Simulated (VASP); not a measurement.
# Re (P6_3/mmc) in VASP: notebook

The runs below take Re through single point, relaxation of cell and atoms, with PBEsol.

All numbers are computed with VASP 6.6.1; they aren't measurements. Logs are shortened: lines on timing, memory, paths and dates and some standing lists are left out, and cuts for length are marked.

**1. The cell of the first run**

The structure is hexagonal, space group P6_3/mmc (No. 194). The conventional cell has a = 2.751 Å, b = 2.751 Å, c = 4.492 Å, α = 90.00°, β = 90.00°, γ = 120.00°. Re (site symmetry -6m2) has 12 Re at 2.75 Å within 3.6 Å.

**2. Single point, PBEsol**

File INCAR:

```
SYSTEM = Re
ALGO = Fast
EDIFF = 1E-6
ENCUT = 520
GGA = PS
ISIF = 2
ISMEAR = 0
LASPH = .TRUE.
LCHARG = .TRUE.
LELF = .TRUE.
LREAL = .FALSE.
LVHAR = .TRUE.
LWAVE = .FALSE.
NBANDS = 14
NELM = 60
PREC = Accurate
SIGMA = 0.1
```

File KPOINTS:

```
k-points
0
G
  6 6 4
  0 0 0
```

File POSCAR:

```
Re
1.0
    2.7505210000      0.0000000000      0.0000000000
   -1.3752610000      2.3820210000      0.0000000000
    0.0000000000      0.0000000000      4.4915830000
Re
2
Direct
    0.0000000000      0.0000000000      0.0000000000
    0.3333333300      0.6666666700      0.5000000000
```

Potentials or basis: VASP PAW PBE potentials, release 64 (Re).

Launch:

```bash
cat potpaw_PBE.64/Re/POTCAR > POTCAR
mpirun -np 1 vasp_std > vasp.out
```

OUTCAR:

```text
SYSTEM = Re
   EDIFF = 1E-6
   ENCUT = 520
   GGA = PS
   ISIF = 2
   ISMEAR = 0
   LASPH = .TRUE.
   LREAL = .FALSE.
   NELM = 60
   PREC = Accurate

 ion  position               nearest neighbor table
   1  0.000  0.000  0.000-   2 2.75   2 2.75   2 2.75   2 2.75   2 2.75   2 2.75
   2  0.333  0.667  0.500-   1 2.75   1 2.75   1 2.75   1 2.75   1 2.75   1 2.75

  LATTYP: Found a hexagonal cell.
 ALAT       =     2.7505210000
 C/A-ratio  =     1.6329935310

  Lattice vectors:

 A1 = (   2.7505210000,   0.0000000000,   0.0000000000)
 A2 = (  -1.3752610000,   2.3820210000,   0.0000000000)
 A3 = (   0.0000000000,   0.0000000000,   4.4915830000)

Analysis of symmetry for initial positions (statically):
=====================================================================
 Subroutine PRICEL returns:
 Original cell was already a primitive cell.

 Routine SETGRP: Setting up the symmetry group for a
 hexagonal supercell.

 Subroutine GETGRP returns: Found 24 space group operations
 (whereof 12 operations were pure point group operations)
 out of a pool of 24 trial point group operations.

The static configuration has the point symmetry D_3h.
 The point group associated with its full space group is D_6h.

Analysis of symmetry for dynamics (positions and initial velocities):
=====================================================================
 Subroutine PRICEL returns:
 Original cell was already a primitive cell.

 Routine SETGRP: Setting up the symmetry group for a
 hexagonal supercell.

 Subroutine GETGRP returns: Found 24 space group operations
 (whereof 12 operations were pure point group operations)
 out of a pool of 24 trial point group operations.

The dynamic configuration has the point symmetry D_3h.
 The point group associated with its full space group is D_6h.

 Subroutine INISYM returns: Found 24 space group operations
 (whereof 12 operations are pure point group operations),
 and found     1 'primitive' translations

----------------------------------------------------------------------------------------

                                     Primitive cell

  volume of cell :      29.4279

  direct lattice vectors                    reciprocal lattice vectors
     2.750521000  0.000000000  0.000000000     0.363567484  0.209905866  0.000000000
    -1.375261000  2.382021000  0.000000000     0.000000000  0.419811580  0.000000000
     0.000000000  0.000000000  4.491583000     0.000000000  0.000000000  0.222638655

  length of vectors
     2.750521000  2.750521198  4.491583000     0.419811610  0.419811580  0.222638655

  position of ions in fractional coordinates (direct lattice)
     0.000000000  0.000000000  0.000000000
     0.333333330  0.666666670  0.500000000

  ion indices of the primitive-cell ions
   primitive index   ion index
                 1           1
                 2           2

----------------------------------------------------------------------------------------

 KPOINTS: k-points

Automatic generation of k-mesh.
 Grid dimensions read from file:
 generate k-points for:    6    6    4

 Generating k-lattice:

  Cartesian coordinates                     Fractional coordinates (reciprocal lattice)
     0.060594581  0.034984311  0.000000000     0.166666667 -0.000000000  0.000000000
     0.000000000  0.069968597  0.000000000     0.000000000  0.166666667  0.000000000
     0.000000000  0.000000000  0.055659664     0.000000000  0.000000000  0.250000000

  Length of vectors
     0.069968602  0.069968597  0.055659664

  Shift w.r.t. Gamma in fractional coordinates (k-lattice)
     0.000000000  0.000000000  0.000000000

 Subroutine IBZKPT returns following result:
 ===========================================

 Found     21 irreducible k-points:

 Following reciprocal coordinates:
            Coordinates               Weight
  0.000000  0.000000  0.000000      1.000000
  0.166667 -0.000000  0.000000      6.000000
  0.333333 -0.000000  0.000000      6.000000
  0.500000  0.000000  0.000000      3.000000
  0.166667  0.166667  0.000000      6.000000
  0.333333  0.166667  0.000000     12.000000
[... 13 lines left out ...]
  0.333333  0.166667  0.500000     12.000000
  0.333333  0.333333  0.500000      2.000000
   k-points           NKPTS =     21   k-points in BZ     NKDIM =     21   number of bands    NBANDS=     14
   number of dos      NEDOS =    301   number of ions     NIONS =      2
   total plane-waves  NPLWV =  14400
   dimension x,y,z NGX =    20 NGY =   20 NGZ =   36
   dimension x,y,z NGXF=    40 NGYF=   40 NGZF=   72
   ions per type =               2
   NGX,Y,Z   is equivalent  to a cutoff of  12.09, 12.09, 13.32 a.u.
   NGXF,Y,Z  is equivalent  to a cutoff of  24.18, 24.18, 26.65 a.u.
 SYSTEM =  Re
   PREC   = accura    normal or accurate (medium, high low for compatibility)
   ISTART =      0    job   : 0-new  1-cont  2-samecut
   ICHARG =      2    charge: 1-file 2-atom 10-const
   ISPIN  =      1    spin polarized calculation?
   LNONCOLLINEAR =      F non collinear calculations
   LSORBIT =      F    spin-orbit coupling
   LASPH  =      T    aspherical Exc in radial PAW
   ENCUT  =  520.0 eV  38.22 Ry    6.18 a.u.   5.11  5.11  8.35*2*pi/ulx,y,z
   NELM   =     60;   NELMIN=  2; NELMDL= -5     # of ELM steps
   EDIFF  = 0.1E-05   stopping-criterion for ELM
   LREAL  =      F    real-space projection
   EDIFFG = 0.1E-04   stopping-criterion for IOM
   NSW    =      0    number of steps for IOM
   IBRION =     -1    ionic relax: 0-MD 1-quasi-New 2-CG
   NFREE  =      0    steps in history (QN), initial steepest desc. (CG)
   ISIF   =      2    stress and relaxation
   ISYM   =      2    0-nonsym 1-usesym 2-fastsym
   POTIM  = 0.5000    time-step for ionic-motion
   TEBEG  =    0.0;   TEEND  =   0.0 temperature during run
   PSTRESS=    0.0 pullay stress
   NELECT =      14.0000    total number of electrons
   NUPDOWN=      -1.0000    fix difference up-down
   EMIN   =  10.00;   EMAX   =-10.00  energy-range for DOS
   EFERMI =   0.00;   METHOD = LEGACY
   ISMEAR =     0;   SIGMA  =   0.10  broadening in eV -4-tet -1-fermi 0-gaus
   EFERMI_NEDOS =   21; number of points for ismear=-14 and -15
   IALGO  =     68    algorithm
   IMIX   =      4    mixing-type and parameters
     AMIX     =   0.40;   BMIX     =  1.00
     AMIX_MAG =   1.60;   BMIX_MAG =  1.00
  volume/ion in A,a.u.               =      14.71        99.29
  Fermi-wavevector in a.u.,A,eV,Ry     =   1.278000  2.415070 22.222177  1.633284
  Thomas-Fermi vector in A             =   2.410568
   LORBIT       =      0    0 simple, 1 ext, 2 COOP (PROOUT), +10 PAW based schemes
   GGA     = PS    functional components
   LHFCALC =     F    Hartree Fock is set to
   AEXX    =    0.0000 exact exchange contribution
   IVDW    =     0    specifies the selected vdW correction
   LEPSILON=     F    determine dielectric tensor
   LRPA    =     F    only Hartree local field effects (RPA)
 non-spin polarized calculation
 RMM-DIIS sequential band-by-band and
 Gauss-broadening in eV      SIGMA  =   0.10
  energy-cutoff  :      520.00
  volume of cell :       29.43
 maximum number of plane-waves:       803
   NGX = 11   NGY = 11   NGZ = 17

 number of electron      14.0000000 magnetization

 Free energy of the ion-electron system (eV)
  ---------------------------------------------------
  ext. energy  EPLUGINS =         0.00000000
  ---------------------------------------------------
  free energy    TOTEN  =       -26.74589712 eV

  energy without entropy =      -26.73959922  energy(sigma->0) =      -26.74274817

 E-fermi :   7.7124     XC(G=0): -13.8211

 val. band max:        7.6928564416   @ k =   0.1667   0.1667   0.5000
 cond. band min:       7.7606820670   @ k =   0.3333   0.3333   0.5000
 fundamental gap:      0.0678256254
 Fermi energy:         7.7124108256

 k-point     1 :       0.0000    0.0000    0.0000
  band No.  band energies     occupation
      1      -2.1789      2.00000
      2       1.0637      2.00000
      3       5.9930      2.00000
      4       6.1574      2.00000
      5       6.1574      2.00000
      6       6.9650      2.00000
      7       6.9650      2.00000
      8       7.9976      0.00006
      9       7.9976      0.00006
     10       8.2013      0.00000
     11      11.0834      0.00000
     12      11.0834      0.00000
     13      17.5769      0.00000
     14      21.9612      0.00000

 k-point     2 :       0.1667   -0.0000    0.0000
  band No.  band energies     occupation
      1      -1.0938      2.00000
      2       2.0129      2.00000
      3       4.9305      2.00000
      4       5.6791      2.00000
      5       6.2194      2.00000
      6       7.1921      2.00000
      7       7.2120      2.00000
      8       7.2831      2.00000
      9       7.5034      1.99688
     10       7.9408      0.00124
     11      11.5065      0.00000
     12      14.1647      0.00000
     13      17.3755      0.00000
     14      24.0308      0.00000

 k-point     3 :       0.3333   -0.0000    0.0000
  band No.  band energies     occupation
      1       1.0770      2.00000
      2       2.2882      2.00000
      3       3.2957      2.00000
      4       5.0666      2.00000
      5       6.2478      2.00000
      6       6.2653      2.00000
      7       6.6230      2.00000
      8       9.7293      0.00000
      9       9.8755      0.00000
     10      10.3991      0.00000
     11      11.9190      0.00000
     12      16.7382      0.00000
     13      18.1002      0.00000
     14      20.1104      0.00000

 k-point     4 :       0.5000    0.0000    0.0000
  band No.  band energies     occupation
      1       1.7327      2.00000
      2       1.8646      2.00000
      3       2.4331      2.00000
      4       5.8567      2.00000
      5       6.0177      2.00000
      6       6.2499      2.00000
      7       7.0312      2.00000
      8      11.7954      0.00000
      9      12.0192      0.00000
     10      12.3016      0.00000
     11      13.8045      0.00000
     12      14.8108      0.00000
     13      17.9334      0.00000
     14      20.2593      0.00000

 k-point     5 :       0.1667    0.1667    0.0000
  band No.  band energies     occupation
      1       0.7146      2.00000
      2       3.2249      2.00000
      3       3.9499      2.00000
      4       3.9603      2.00000
      5       5.8687      2.00000
      6       5.9237      2.00000
      7       7.3291      2.00000
      8       7.9522      0.00070
      9       9.3689      0.00000
     10      10.2604      0.00000
     11      11.5358      0.00000
[... 225 lines left out ...]
 k-point    19 :       0.1667    0.1667    0.5000
  band No.  band energies     occupation
      1       2.0771      2.00000
      2       2.0771      2.00000
      3       4.2906      2.00000
      4       4.2906      2.00000
      5       5.2801      2.00000
      6       5.2801      2.00000
      7       7.6929      1.21787
      8       7.6929      1.21787
      9      10.6615      0.00000
     10      10.6615      0.00000
     11      11.3227      0.00000
     12      11.3227      0.00000
     13      22.4464      0.00000
     14      22.4464      0.00000

 k-point    20 :       0.3333    0.1667    0.5000
  band No.  band energies     occupation
      1       2.1589      2.00000
      2       2.1589      2.00000
      3       4.1497      2.00000
      4       4.1497      2.00000
      5       6.1049      2.00000
      6       6.1049      2.00000
      7       8.0174      0.00002
      8       8.0174      0.00002
      9      11.5826      0.00000
     10      11.5826      0.00000
     11      13.8722      0.00000
     12      13.8722      0.00000
     13      19.3066      0.00000
     14      19.3066      0.00000

 k-point    21 :       0.3333    0.3333    0.5000
  band No.  band energies     occupation
      1       3.1657      2.00000
      2       3.1657      2.00000
      3       3.9881      2.00000
      4       3.9881      2.00000
      5       5.5714      2.00000
      6       5.5714      2.00000
      7       7.7607      0.49482
      8       7.7607      0.49482
      9      11.1195      0.00000
     10      11.1195      0.00000
     11      17.2918      0.00000
     12      17.2918      0.00000
     13      18.1003      0.00000
     14      18.1003      0.00000

------------------------ aborting loop because EDIFF is reached ----------------------------------------

  FORCE on cell =-STRESS in cart. coord.  units (eV):
  Direction    XX          YY          ZZ          XY          YZ          ZX
  --------------------------------------------------------------------------------------
  -------------------------------------------------------------------------------------
  Total       -0.3905542     -0.3905542     -1.3147978      0.0000001     -0.0000000      0.0000000
  in kB      -21.2633631    -21.2633620    -71.5829479      0.0000045     -0.0000000      0.0000000
  external PRESSURE =     -38.0365576 kB  Pullay stress =       0.0000000 kB

 VOLUME and BASIS-vectors are now :
 -----------------------------------------------------------------------------
  energy-cutoff  :      520.00
  volume of cell :       29.43
      direct lattice vectors                 reciprocal lattice vectors
     2.750521000  0.000000000  0.000000000     0.363567484  0.209905866  0.000000000
    -1.375261000  2.382021000  0.000000000     0.000000000  0.419811580  0.000000000
     0.000000000  0.000000000  4.491583000     0.000000000  0.000000000  0.222638655

 POSITION                                       TOTAL-FORCE (eV/Angst)
 -----------------------------------------------------------------------------------
      0.00000      0.00000      0.00000         0.000000      0.000000      0.000000
     -0.00000      1.58801      2.24579        -0.000000      0.000000      0.000000
 -----------------------------------------------------------------------------------
    total drift:                                0.000000     -0.000000     -0.000000

  FREE ENERGIE OF THE ION-ELECTRON SYSTEM (eV)
  ---------------------------------------------------
  free  energy   TOTEN  =       -26.7458971213 eV

  energy  without entropy=      -26.7395992191  energy(sigma->0) =      -26.74274817
```

Run time: 9.8 s. Hardware: 1 thread of Intel Xeon Platinum 8259CL at 2.50GHz (Skylake/Cascade Lake), shared host; peak memory 0.14 GiB.

Results:

* Free energy: -26.7459 eV
* Pressure: -3.8 GPa
* Band gap on the k mesh: zero (bands 7 and 8 overlap by 2.75 eV)

Stress tensor (GPa, compression positive):
```
-2.13  0.00  0.00
 0.00 -2.13  0.00
 0.00  0.00 -7.16
```

Caveat: the k points lie up to 0.44 Å⁻¹ apart, too coarse for converged energies and pressures of a metal; the PAW data sets were made with another functional, which shifts forces and pressure a little; spin-orbit coupling is left out, which moves the levels of the heavy elements.

**3. Single point, PBEsol**

This run uses another cell than the first one, of 14.55 Å³/atom.

File INCAR:

```
PREC     = Accurate       # precision mode
ENCUT    = 520            # plane-wave cutoff, eV
EDIFF    = 1E-6           # SCF threshold, eV
ISMEAR   = 0              # smearing method
SIGMA    = 0.1            # smearing width, eV
LREAL    = False          # projectors in reciprocal space
LASPH    = True           # aspherical terms in the spheres
NELM     = 100            # most SCF steps
ALGO     = Normal         # electronic algorithm
ISIF     = 2              # what is computed and relaxed
LWAVE    = False          # write WAVECAR
LCHARG   = False          # write CHGCAR
GGA      = PS             # functional
NBANDS   = 14             # bands
```

File KPOINTS:

```
Automatic mesh
0
Gamma
  18 18 10
```

File POSCAR:

```
Re
1.0
    2.7503079387      0.0000002887      0.0000000000
   -1.3751542193      2.3818363988      0.0000000000
    0.0000000000      0.0000000000      4.4432630386
Re
2
Direct
    0.0000000000      0.0000000000      0.0000000000
    0.3333333333      0.6666666667      0.5000000000
```

Potentials or basis: VASP PAW PBE potentials, release 64 (Re).

Launch:

```bash
cat potpaw_PBE.64/Re/POTCAR > POTCAR
mpirun -np 1 vasp_std > vasp.out
```

Wall time 60 s (1 thread of Intel Xeon Platinum 8259CL at 2.50GHz (Skylake/Cascade Lake), shared host); peak memory 0.2 GiB.

Results (log left out):

```
Free energy            : -26.7405 eV
Pressure               : 0.0 GPa
Band gap on the k mesh : zero (bands 7 and 8 overlap by 3.23 eV)
```

Stress tensor (GPa, compression positive):
```
 0.06  0.00  0.00
 0.00  0.06  0.00
 0.00  0.00 -0.08
```

Levels at points of the mesh, in eV from the Fermi level:
| k point | band 5 | band 6 | band 7 | band 8 | band 9 | band 10 |
| --- | --- | --- | --- | --- | --- | --- |
| (0.00, 0.00, 0.00) | -1.60 | -0.74 | -0.74 | 0.21 | 0.21 | 0.65 |
| (0.50, 0.00, 0.00) | -1.73 | -1.38 | -0.60 | 4.06 | 4.47 | 4.61 |
| (0.00, 0.00, 0.50) | -1.73 | -1.73 | -1.73 | -1.73 | 2.61 | 2.61 |
| (0.50, 0.00, 0.50) | 0.41 | 0.41 | 0.96 | 0.96 | 4.38 | 4.38 |

Caveat: the PAW data sets were made with another functional, which shifts forces and pressure a little; spin-orbit coupling is left out, which moves the levels of the heavy elements.

(Part 1 of 3 ends here.)

The gap in the log of VASP goes by the Fermi energy; the results here count the filled bands.